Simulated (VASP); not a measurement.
Write the native input for VASP 6.6.1 that does the following.

```yaml
Task: single point
Functional: r2SCAN
Potentials_or_basis: VASP PAW PBE potentials, release 64 (Ge_d)
Cutoff: 520 eV
k_mesh: 7 × 7 × 4
Occupations: methfessel-paxton, width 0.1 eV
Spin: no spin polarisation
Dipole_correction: no
Further_INCAR_settings: ALGO = Normal; EDIFF = 1e-06; NBANDS = 21
```

Crystal: Ge.

```xyz
2
Lattice="1.4881 -2.5947 0.0000 1.4881 2.5947 0.0000 0.0000 0.0000 4.7276" Properties=species:S:1:pos:R:3 pbc="T T T"
Ge    1.4881   -0.8643    1.1819
Ge    1.4881    0.8643    3.5457
```

The input as run:

POSCAR

```
Ge
1.0
    1.4880500000     -2.5946900000      0.0000000000
    1.4880500000      2.5946900000      0.0000000000
    0.0000000000      0.0000000000      4.7276000000
Ge
2
Direct
    0.6665500000      0.3334500000      0.2500000000
    0.3334500000      0.6665500000      0.7500000000
```

INCAR.step1

```
PREC = Accurate ; ENCUT = 520
ISMEAR = 1 ; SIGMA = 0.1
LREAL = False ; LASPH = True
NELM = 100 ; NBANDS = 21
GGA = PE ; ALGO = Normal
EDIFF = 1E-4 ; LWAVE = True
LCHARG = False
```

INCAR.step2

```
PREC = Accurate ; ENCUT = 520
EDIFF = 1E-6 ; ISMEAR = 1
SIGMA = 0.1 ; LREAL = False
LASPH = True ; NELM = 100
ALGO = Normal ; ISIF = 2
LWAVE = False ; LCHARG = False
METAGGA = R2SCAN ; LMIXTAU = True
NBANDS = 21 ; ISTART = 1
```

KPOINTS

```
regular mesh
0
Gamma
  7 7 4
```

Potentials or basis: VASP PAW PBE potentials, release 64 (Ge_d).

Launch:

```console
$ cat potpaw_PBE.64/Ge_d/POTCAR > POTCAR
$ cp INCAR.step1 INCAR
$ mpirun -np 1 vasp_std > vasp.out
$ cp INCAR.step2 INCAR
$ mpirun -np 1 vasp_std > vasp.out
```

It gave:

The pressure is 3.3 GPa, the largest force is 0.014 eV/Å and the band gap on the k mesh is zero (band 14 reaches 14.16 eV, above the bottom of band 15 at 5.30 eV).

Caveat: the PAW data sets were made with another functional, which shifts forces and pressure a little.

Run time: 78 s on 1 thread of Intel Xeon 6975P-C, on a shared host, peak memory 0.17 GiB.
